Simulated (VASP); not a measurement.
# Sn (Immm) in VASP: settings compared

The runs below take Sn through single point, with PBE, PBE0, r2SCAN+D4.

All numbers are computed with VASP 6.6.1; they aren't measurements. Logs are shortened: lines on timing, memory, paths and dates and some standing lists are left out, and cuts for length are marked.

### 1 The cell of the first run

It takes space group Immm (No. 71, orthorhombic). Conventional cell: a = 3.406 Å, b = 3.503 Å, c = 4.613 Å, α = 90.00°, β = 90.00°, γ = 90.00°. Sn (site symmetry mmm) has 12 Sn at 3.36 to 3.50 Å within 4.4 Å.

### 2 Single point, PBE (volume scaled by 0.96)

INCAR

```
SYSTEM = Sn
  PREC = Accurate
  ENCUT = 520
  EDIFF = 1E-7
  ISMEAR = -1
  SIGMA = 0.05
  LREAL = .False.
  LASPH = .True.
  NELM = 100
  ALGO = Fast
  ISIF = 2
  LWAVE = .False.
  LCHARG = .False.
  GGA = PE
  NBANDS = 13
```

KPOINTS

```
Automatic mesh
0
Gamma
  11 11 11
  0 0 0
```

POSCAR

```
Sn
1.0
   -1.7032045314      1.7515501800      2.3067389097
    1.7032045314     -1.7515501800      2.3067389097
    1.7032045314      1.7515501800     -2.3067389097
Sn
1
Direct
    0.0000000000      0.0000000000      0.0000000000
```

Potentials or basis: VASP PAW PBE potentials, release 64 (Sn_d).

Command:

```sh
$ cat potpaw_PBE.64/Sn_d/POTCAR > POTCAR
$ mpirun -np 1 vasp_std > vasp.out
```

OUTCAR:

```text
SYSTEM = Sn
   PREC = Accurate
   ENCUT = 520
   EDIFF = 1E-7
   ISMEAR = -1
   LREAL = .False.
   LASPH = .True.
   NELM = 100
   ISIF = 2
   GGA = PE

 ion  position               nearest neighbor table
   1  0.000  0.000  0.000-

  LATTYP: Found a body centered orthorhombic cell.
 ALAT       =     3.4064090628
 B/A-ratio  =     1.0283851104
 C/A-ratio  =     1.3543522620

  Lattice vectors:

 A1 = (  -1.7032045314,   1.7515501800,   2.3067389097)
 A2 = (   1.7032045314,  -1.7515501800,   2.3067389097)
 A3 = (   1.7032045314,   1.7515501800,  -2.3067389097)

Analysis of symmetry for initial positions (statically):
=====================================================================
 Subroutine PRICEL returns:
 Original cell was already a primitive cell.

 Routine SETGRP: Setting up the symmetry group for a
 body centered orthorhombic supercell.

 Subroutine GETGRP returns: Found  8 space group operations
 (whereof  8 operations were pure point group operations)
 out of a pool of  8 trial point group operations.

The static configuration has the point symmetry D_2h.

Analysis of symmetry for dynamics (positions and initial velocities):
=====================================================================
 Subroutine PRICEL returns:
 Original cell was already a primitive cell.

 Routine SETGRP: Setting up the symmetry group for a
 body centered orthorhombic supercell.

 Subroutine GETGRP returns: Found  8 space group operations
 (whereof  8 operations were pure point group operations)
 out of a pool of  8 trial point group operations.

The dynamic configuration has the point symmetry D_2h.

 Subroutine INISYM returns: Found  8 space group operations
 (whereof  8 operations are pure point group operations),
 and found     1 'primitive' translations

----------------------------------------------------------------------------------------

                                     Primitive cell

  volume of cell :      27.5263

  direct lattice vectors                    reciprocal lattice vectors
    -1.703204531  1.751550180  2.306738910     0.000000000  0.285461419  0.216756217
     1.703204531 -1.751550180  2.306738910     0.293564273  0.000000000  0.216756217
     1.703204531  1.751550180 -2.306738910     0.293564273  0.285461419  0.000000000

  length of vectors
     3.360041385  3.360041385  3.360041385     0.358429183  0.364915388  0.409473081

  position of ions in fractional coordinates (direct lattice)
     0.000000000  0.000000000  0.000000000

  ion indices of the primitive-cell ions
   primitive index   ion index
                 1           1

----------------------------------------------------------------------------------------

 KPOINTS: Automatic mesh

Automatic generation of k-mesh.
 Grid dimensions read from file:
 generate k-points for:   11   11   11

 Generating k-lattice:

  Cartesian coordinates                     Fractional coordinates (reciprocal lattice)
     0.000000000  0.025951038  0.019705111     0.090909091  0.000000000  0.000000000
     0.026687661  0.000000000  0.019705111    -0.000000000  0.090909091  0.000000000
     0.026687661  0.025951038  0.000000000    -0.000000000  0.000000000  0.090909091

  Length of vectors
     0.032584471  0.033174126  0.037224826

  Shift w.r.t. Gamma in fractional coordinates (k-lattice)
     0.000000000  0.000000000  0.000000000

 Subroutine IBZKPT returns following result:
 ===========================================

 Found    216 irreducible k-points:

 Following reciprocal coordinates:
            Coordinates               Weight
  0.000000  0.000000  0.000000      1.000000
  0.090909  0.000000 -0.000000      4.000000
  0.181818  0.000000 -0.000000      4.000000
  0.272727  0.000000 -0.000000      4.000000
  0.363636  0.000000 -0.000000      4.000000
  0.454545  0.000000 -0.000000      4.000000
[... 16 lines left out ...]
  0.454545  0.181818 -0.000000      8.000000
 -0.454545  0.181818  0.000000      8.000000
 [... further k-points ...]
   k-points           NKPTS =    216   k-points in BZ     NKDIM =    216   number of bands    NBANDS=     13
   number of dos      NEDOS =    301   number of ions     NIONS =      1
   total plane-waves  NPLWV =  21952
   dimension x,y,z NGX =    28 NGY =   28 NGZ =   28
   dimension x,y,z NGXF=    56 NGYF=   56 NGZF=   56
   ions per type =               1
   NGX,Y,Z   is equivalent  to a cutoff of  13.85, 13.85, 13.85 a.u.
   NGXF,Y,Z  is equivalent  to a cutoff of  27.71, 27.71, 27.71 a.u.
 SYSTEM =  Sn
   PREC   = accura    normal or accurate (medium, high low for compatibility)
   ISTART =      0    job   : 0-new  1-cont  2-samecut
   ICHARG =      2    charge: 1-file 2-atom 10-const
   ISPIN  =      1    spin polarized calculation?
   LNONCOLLINEAR =      F non collinear calculations
   LSORBIT =      F    spin-orbit coupling
   LASPH  =      T    aspherical Exc in radial PAW
[... 62 lines left out ...]
      3     -13.5478      2.00000
      4     -13.5142      2.00000
      5     -13.4742      2.00000
      6      -3.0572      2.00000
      7      15.3430      0.00000
      8      15.4882      0.00000
      9      15.9271      0.00000
     10      18.6591      0.00000
     11      19.3557      0.00000
     12      19.8751      0.00000
     13      20.0434      0.00000

 k-point     2 :       0.0909    0.0000   -0.0000
  band No.  band energies     occupation
      1     -13.5822      2.00000
      2     -13.5633      2.00000
      3     -13.5464      2.00000
      4     -13.5123      2.00000
      5     -13.4752      2.00000
      6      -2.8919      2.00000
      7      13.6864      0.00000
      8      15.2795      0.00000
      9      15.5963      0.00000
     10      18.0989      0.00000
     11      19.9813      0.00000
     12      20.4820      0.00000
     13      21.5198      0.00000

 k-point     3 :       0.1818    0.0000   -0.0000
  band No.  band energies     occupation
      1     -13.5739      2.00000
      2     -13.5555      2.00000
      3     -13.5431      2.00000
      4     -13.4982      2.00000
      5     -13.4746      2.00000
      6      -2.3956      2.00000
      7      10.8667      0.00000
      8      14.9210      0.00000
      9      14.9474      0.00000
     10      17.7960      0.00000
     11      20.3650      0.00000
     12      20.3877      0.00000
     13      21.3080      0.00000

 k-point     4 :       0.2727    0.0000   -0.0000
  band No.  band energies     occupation
      1     -13.5689      2.00000
      2     -13.5583      2.00000
      3     -13.5424      2.00000
      4     -13.4665      2.00000
      5     -13.4650      2.00000
      6      -1.5721      2.00000
      7       8.1267      0.10591
      8      14.2591      0.00000
      9      14.6186      0.00000
     10      17.6646      0.00000
     11      19.4607      0.00000
     12      19.4886      0.00000
     13      21.1672      0.00000

 k-point     5 :       0.3636    0.0000   -0.0000
  band No.  band energies     occupation
      1     -13.5684      2.00000
      2     -13.5651      2.00000
      3     -13.5459      2.00000
      4     -13.4485      2.00000
      5     -13.4329      2.00000
      6      -0.4476      2.00000
      7       5.6824      2.00000
      8      13.7627      0.00000
      9      14.3810      0.00000
     10      17.7104      0.00000
     11      18.7322      0.00000
     12      18.7792      0.00000
     13      20.1385      0.00000
[... 257 lines left out ...]
 k-point    22 :       0.3636    0.1818   -0.0000
  band No.  band energies     occupation
      1     -13.5729      2.00000
      2     -13.5401      2.00000
      3     -13.5172      2.00000
      4     -13.4541      2.00000
      5     -13.4373      2.00000
      6       1.0424      2.00000
      7       4.8046      2.00000
      8       9.6031      0.00000
      9      13.2320      0.00000
     10      16.3906      0.00000
     11      20.3401      0.00000
     12      21.3572      0.00000
     13      23.5144      0.00000

 k-point    23 :       0.4545    0.1818   -0.0000
  band No.  band energies     occupation
      1     -13.5808      2.00000
      2     -13.5370      2.00000
      3     -13.5157      2.00000
      4     -13.4575      2.00000
      5     -13.4249      2.00000
      6       1.5571      2.00000
      7       4.1088      2.00000
      8       9.9301      0.00000
      9      12.6227      0.00000
     10      15.7734      0.00000
     11      20.6583      0.00000
     12      21.9874      0.00000
     13      23.5836      0.00000

 k-point    24 :      -0.4545    0.1818    0.0000
  band No.  band energies     occupation
      1     -13.5873      2.00000
      2     -13.5426      2.00000
      3     -13.5108      2.00000
      4     -13.4671      2.00000
      5     -13.4227      2.00000
      6       0.4716      2.00000
      7       5.6510      2.00000
      8      10.5721      0.00000
      9      12.2948      0.00000
     10      15.4755      0.00000
     11      20.7539      0.00000
     12      21.7417      0.00000
     13      23.2324      0.00000

 [... further k-points ...]

------------------------ aborting loop because EDIFF is reached ----------------------------------------

  FORCE on cell =-STRESS in cart. coord.  units (eV):
  Direction    XX          YY          ZZ          XY          YZ          ZX
  --------------------------------------------------------------------------------------
  -------------------------------------------------------------------------------------
  Total        0.2767452     -0.0361610      0.2068258      0.0000000      0.0000000      0.0000000
  in kB       16.1080486     -2.1047619     12.0383614      0.0000000      0.0000000      0.0000000
  external PRESSURE =       8.6805494 kB  Pullay stress =       0.0000000 kB

 VOLUME and BASIS-vectors are now :
 -----------------------------------------------------------------------------
  energy-cutoff  :      520.00
  volume of cell :       27.53
      direct lattice vectors                 reciprocal lattice vectors
    -1.703204531  1.751550180  2.306738910     0.000000000  0.285461419  0.216756217
     1.703204531 -1.751550180  2.306738910     0.293564273  0.000000000  0.216756217
     1.703204531  1.751550180 -2.306738910     0.293564273  0.285461419  0.000000000

 POSITION                                       TOTAL-FORCE (eV/Angst)
 -----------------------------------------------------------------------------------
      0.00000      0.00000      0.00000         0.000000      0.000000      0.000000
 -----------------------------------------------------------------------------------
    total drift:                               -0.000000      0.000000      0.000000

  FREE ENERGIE OF THE ION-ELECTRON SYSTEM (eV)
  ---------------------------------------------------
  free  energy   TOTEN  =        -3.7885510938 eV

  energy  without entropy=       -3.7847982584  energy(sigma->0) =       -3.78667468
```

Run time: 95 s. Hardware: 1 thread of AMD EPYC 7R43 (Zen 3), shared host; peak memory 0.17 GiB.

What came out:

- Free energy: -3.7886 eV
- Pressure: 0.9 GPa
- Band gap on the k mesh: zero (band 7 reaches 15.34 eV, above the bottom of band 8 at 6.12 eV)

Caveat: the cell differs from its parent crystal (volume scaled by 0.96); spin-orbit coupling is left out, which moves the levels of the heavy elements.

### 3 Single point, PBE (volume scaled by 1.02)

INCAR

```
SYSTEM = Sn
ALGO = Normal ; EDIFF = 1E-6
ENCUT = 520 ; GGA = PE
ISIF = 2 ; ISMEAR = -1
LASPH = .TRUE. ; LCHARG = .FALSE.
LREAL = .FALSE. ; LWAVE = .FALSE.
NBANDS = 13 ; NELM = 60
PREC = Accurate ; SIGMA = 0.05
```

KPOINTS

```
k-points
0
G
  11 11 11
  0 0 0
```

POSCAR

```
Sn
1.0
   -1.7379733663      1.7873059321      2.3538281599
    1.7379733663     -1.7873059321      2.3538281599
    1.7379733663      1.7873059321     -2.3538281599
Sn
1
Direct
    0.0000000000      0.0000000000      0.0000000000
```

Potentials or basis: VASP PAW PBE potentials, release 64 (Sn_d).

Command:

```sh
$ cat potpaw_PBE.64/Sn_d/POTCAR > POTCAR
$ mpirun -np 1 vasp_std > vasp.out
```

Wall time 58 s (1 thread of AMD EPYC 7R43 (Zen 3), shared host); peak memory 0.17 GiB.

It converged, with:

```
Free energy            : -3.7828 eV
Pressure               : -1.9 GPa
Band gap on the k mesh : zero (band 7 reaches 14.16 eV, above the bottom of band 8 at 5.57 eV)
```

Stress tensor (GPa, compression positive):
```
-1.24  0.00  0.00
 0.00 -2.87  0.00
 0.00  0.00 -1.47
```

Levels at points of the mesh, in eV from the Fermi level:
```
           k point  band 4  band 5  band 6  band 7  band 8  band 9  band 10  band 11
(0.00, 0.00, 0.00)  -21.51  -21.47  -10.63    6.87    7.02    7.40    10.58    11.00
```

Caveat: the cell differs from its parent crystal (volume scaled by 1.02); spin-orbit coupling is left out, which moves the levels of the heavy elements.

### 4 Single point, PBE (volume scaled by 1.06)

INCAR

```
SYSTEM = Sn
PREC     = Accurate       ! precision mode
ENCUT    = 520            ! plane-wave cutoff, eV
EDIFF    = 1E-6           ! SCF threshold, eV
ISMEAR   = -1             ! smearing method
SIGMA    = 0.05           ! smearing width, eV
LREAL    = .FALSE.        ! projectors in reciprocal space
LASPH    = .TRUE.         ! aspherical terms in the spheres
NELM     = 100            ! most SCF steps
ALGO     = Normal         ! electronic algorithm
ISIF     = 2              ! what is computed and relaxed
LWAVE    = .FALSE.        ! write WAVECAR
LCHARG   = .FALSE.        ! write CHGCAR
GGA      = PE             ! functional
NBANDS   = 13             ! bands
```

KPOINTS

```
Automatic mesh
0
G
  11 11 11
  0 0 0
```

POSCAR

```
Sn
1.0
   -1.7604013028      1.8103704880      2.3842034864
    1.7604013028     -1.8103704880      2.3842034864
    1.7604013028      1.8103704880     -2.3842034864
Sn
1
Direct
    0.0000000000      0.0000000000      0.0000000000
```

Command:

```sh
$ cat potpaw_PBE.64/Sn_d/POTCAR > POTCAR
$ mpirun -np 1 vasp_std > vasp.out
```

Wall time 63 s (1 thread of AMD EPYC 7R43 (Zen 3), shared host); peak memory 0.18 GiB.

It converged, with:

* Free energy: -3.7645 eV
* Pressure: -3.3 GPa
* Band gap on the k mesh: zero (band 7 reaches 13.45 eV, above the bottom of band 8 at 5.24 eV)

Stress tensor (GPa, compression positive):
```
-2.76  0.00  0.00
 0.00 -4.24  0.00
 0.00  0.00 -2.83
```

Levels at points of the mesh, in eV from the Fermi level:
```tsv
k point	band 5	band 6	band 7	band 8	band 9	band 10
(0.00, 0.00, 0.00)	-21.48	-10.39	6.58	6.72	7.08	10.51
```

Caveat: the cell differs from its parent crystal (volume scaled by 1.06); spin-orbit coupling is left out, which moves the levels of the heavy elements.

### 5 Single point, PBE0

This run uses another cell than the first one, of 26.95 Å³/atom, 0.979 times its volume.

POSCAR

```
Sn
1.0
   -1.6912936206      1.7393011766      2.2906073406
    1.6912936206     -1.7393011766      2.2906073406
    1.6912936206      1.7393011766     -2.2906073406
Sn
1
Direct
    0.0000000000      0.0000000000      0.0000000000
```

INCAR.step1

```
  ALGO = Normal
  EDIFF = 1E-5
  ENCUT = 520
  GGA = PE
  ISIF = 2
  ISMEAR = -1
  LASPH = T
  LCHARG = F
  LREAL = F
  LWAVE = T
  NBANDS = 13
  NELM = 60
  PREC = Accurate
  SIGMA = 0.05
```

INCAR.step2

```
  AEXX = 0.25
  ALGO = Normal
  EDIFF = 1E-6
  ENCUT = 520
  GGA = PE
  ISIF = 2
  ISMEAR = -1
  ISTART = 1
  LASPH = T
  LCHARG = F
  LHFCALC = T
  LREAL = F
  LWAVE = F
  NBANDS = 13
  NELM = 60
  PREC = Accurate
  PRECFOCK = Normal
  SIGMA = 0.05
```

KPOINTS

```
k-points
0
Gamma
  6 6 6
```

Command:

```sh
$ cat potpaw_PBE.64/Sn_d/POTCAR > POTCAR
$ cp INCAR.step1 INCAR
$ mpirun -np 1 vasp_std > vasp.out
$ cp INCAR.step2 INCAR
$ mpirun -np 1 vasp_std > vasp.out
```

It took 41 min on 1 thread of Intel Xeon Platinum 8375C at 2.90GHz (Ice Lake), shared host; peak memory 0.18 GiB.

The run converged. Its results:

```
Free energy            : -4.7090 eV
Pressure               : 1.3 GPa
Band gap on the k mesh : zero (band 7 reaches 16.95 eV, above the bottom of band 8 at 5.54 eV)
```

Stress tensor (GPa, compression positive):
```
-3.44  0.00  0.00
 0.00  7.89  0.00
 0.00  0.00 -0.42
```

Levels at points of the mesh, in eV from the Fermi level:
| k point | band 4 | band 5 | band 6 | band 7 | band 8 | band 9 | band 10 | band 11 |
| --- | --- | --- | --- | --- | --- | --- | --- | --- |
| (0.00, 0.00, 0.00) | -24.51 | -24.45 | -13.29 | 8.50 | 8.66 | 9.17 | 11.60 | 12.37 |
| (0.50, 0.00, 0.00) | -24.41 | -24.39 | -8.43 | -6.07 | 6.44 | 7.29 | 11.02 | 11.05 |
| (0.00, 0.50, 0.00) | -24.40 | -24.39 | -8.09 | -5.95 | 5.90 | 6.90 | 10.48 | 10.70 |
| (0.50, 0.50, 0.00) | -24.39 | -24.36 | -6.35 | -5.03 | 2.52 | 2.99 | 6.28 | 6.51 |
| (0.50, 0.50, 0.50) | -24.37 | -24.37 | -5.29 | -4.37 | 1.50 | 2.39 | 5.18 | 6.08 |

Caveat: the k points lie up to 0.43 Å⁻¹ apart; the PAW data sets were made with another functional, which shifts forces and pressure a little; spin-orbit coupling is left out, which moves the levels of the heavy elements.

### 6 Single point, r2SCAN+D4

This run uses another cell than the first one, of 28.67 Å³/atom, 1.042 times its volume.

POSCAR

```
Sn
1.0
   -1.7265390000      1.7755470000      2.3383420000
    1.7265390000     -1.7755470000      2.3383420000
    1.7265390000      1.7755470000     -2.3383420000
Sn
1
Direct
    0.0000000000      0.0000000000      0.0000000000
```

INCAR.step1

```
SYSTEM = Sn
  ALGO = Normal
  EDIFF = 1E-4
  ENCUT = 520
  GGA = PE
  ISMEAR = -5
  LASPH = .True.
  LCHARG = .False.
  LREAL = .False.
  LWAVE = .True.
  NBANDS = 13
  NELM = 100
  PREC = Accurate
  SIGMA = 0.05
```

INCAR.step2

```
SYSTEM = Sn
  ALGO = Normal
  EDIFF = 1E-6
  ENCUT = 520
  ISIF = 2
  ISMEAR = -5
  ISTART = 1
  IVDW = 13
  LASPH = .True.
  LCHARG = .True.
  LELF = .True.
  LMIXTAU = .True.
  LREAL = .False.
  LVHAR = .True.
  LWAVE = .False.
  METAGGA = R2SCAN
  NBANDS = 13
  NELM = 100
  PREC = Accurate
  SIGMA = 0.05
  VDW_A1 = 0.51559235
  VDW_A2 = 5.77342911
  VDW_S6 = 1.0
  VDW_S8 = 0.6018749
```

KPOINTS

```
k-points
0
Gamma
  11 11 11
  0 0 0
```

Potentials or basis: VASP PAW PBE potentials, release 64 (Sn_d).

Command:

```sh
$ cat potpaw_PBE.64/Sn_d/POTCAR > POTCAR
$ cp INCAR.step1 INCAR
$ mpirun -np 1 vasp_std > vasp.out
$ cp INCAR.step2 INCAR
$ mpirun -np 1 vasp_std > vasp.out
```

Wall time 3.8 min (1 thread of AMD EPYC 7R13 (Zen 3), shared host); peak memory 0.2 GiB.

It converged, with:

- Free energy: -24.6274 eV
- Pressure: -2.8 GPa
- Band gap on the k mesh: zero (band 7 reaches 14.92 eV, above the bottom of band 8 at 5.60 eV)
- Dispersion energy per atom: -0.132 eV

Stress tensor (GPa, compression positive):
```
-2.60  0.00  0.00
 0.00 -3.12  0.00
 0.00  0.00 -2.54
```

Levels at points of the mesh, in eV from the Fermi level:
```tsv
k point	band 5	band 6	band 7	band 8	band 9	band 10
(0.00, 0.00, 0.00)	-22.21	-11.38	7.41	7.56	8.00	11.24
```

Caveat: the PAW data sets were made with another functional, which shifts forces and pressure a little; spin-orbit coupling is left out, which moves the levels of the heavy elements; pairwise dispersion overbinds metals, which lowers pressure and volume; tetrahedron occupations give inexact forces and stress in metals.

### 7 Overview

```csv
level,cell,k mesh,smearing,grid for exact exchange (PRECFOCK),gap on the mesh (eV),pressure (GPa)
PBE,"a = 3.360 Å, angles 119.1, 117.2, 93.3°, 1 atom",11 × 11 × 11,fermi-dirac 0.05 eV,-,none,0.9
PBE,"a = 3.429 Å, angles 119.1, 117.2, 93.3°, 1 atom",11 × 11 × 11,fermi-dirac 0.05 eV,-,none,-1.9
PBE,"a = 3.473 Å, angles 119.1, 117.2, 93.3°, 1 atom",11 × 11 × 11,fermi-dirac 0.05 eV,-,none,-3.3
PBE0,"a = 3.337 Å, angles 119.1, 117.2, 93.3°, 1 atom",6 × 6 × 6,fermi-dirac 0.05 eV,Normal,none,1.3
r2SCAN+D4,"a = 3.406 Å, angles 119.1, 117.2, 93.3°, 1 atom",11 × 11 × 11,tetrahedron,-,none,-2.8
```

Alike in all rows: task single point; potentials or basis VASP PAW PBE potentials, release 64 (Sn_d); no spin polarisation; cutoff (eV) 520.

Caveats: some runs use coarse meshes; spin-orbit coupling is left out, which moves the levels of the heavy elements; the PAW data sets were made with another functional, which shifts forces and pressure a little (some runs); pairwise dispersion overbinds metals, which lowers pressure and volume (some runs); tetrahedron occupations give inexact forces and stress in metals (some runs).

Absolute energies hang on the potentials; compare differences alone.
